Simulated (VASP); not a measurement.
Wanted: the native input for a VASP 6.6.1 run.

- Task: single point
- Functional: PBE
- Potentials or basis: VASP PAW PBE potentials, release 64 (Tc_pv, Sn_d)
- Cutoff: 520 eV
- k mesh: 6 × 6 × 6
- Occupations: gaussian, width 0.1 eV
- Spin: no spin polarisation
- Dipole correction: no
- Further INCAR settings: ALGO = Normal; EDIFF = 1e-06; NBANDS = 34

The structure of Tc3Sn lies in POSCAR:

```
Tc3Sn
1.0
    0.0000000000      3.1721900000      3.1721900000
    3.1721900000      0.0000000000      3.1721900000
    3.1721900000      3.1721900000      0.0000000000
Tc Sn
3 1
Direct
    0.2500000000      0.2500000000      0.2500000000
    0.7500000000      0.7500000000      0.7500000000
    0.5000000000      0.5000000000      0.5000000000
    0.0000000000      0.0000000000      0.0000000000
```

The input as run:

INCAR

```
SYSTEM = Tc3Sn
PREC     = Accurate       ! precision mode
ENCUT    = 520            ! plane-wave cutoff, eV
EDIFF    = 1E-6           ! SCF threshold, eV
ISMEAR   = 0              ! smearing method
SIGMA    = 0.1            ! smearing width, eV
LREAL    = .False.        ! projectors in reciprocal space
LASPH    = .True.         ! aspherical terms in the spheres
NELM     = 60             ! most SCF steps
ALGO     = Normal         ! electronic algorithm
ISIF     = 2              ! what is computed and relaxed
LWAVE    = .False.        ! write WAVECAR
LCHARG   = .False.        ! write CHGCAR
GGA      = PE             ! functional
NBANDS   = 34             ! bands
```

KPOINTS

```
regular mesh
0
Gamma
  6 6 6
  0 0 0
```

Potentials or basis: VASP PAW PBE potentials, release 64 (Tc_pv, Sn_d).

Command:

```console
$ cat potpaw_PBE.64/Tc_pv/POTCAR potpaw_PBE.64/Sn_d/POTCAR > POTCAR
$ mpirun -np 1 vasp_std > vasp.out
```

It gave:

```
Pressure : -2.0 GPa
```

Run time: 25 s on 1 thread of Intel(R) Xeon(R) 6975P-C (Granite Rapids), on a shared host, peak memory 0.21 GiB.
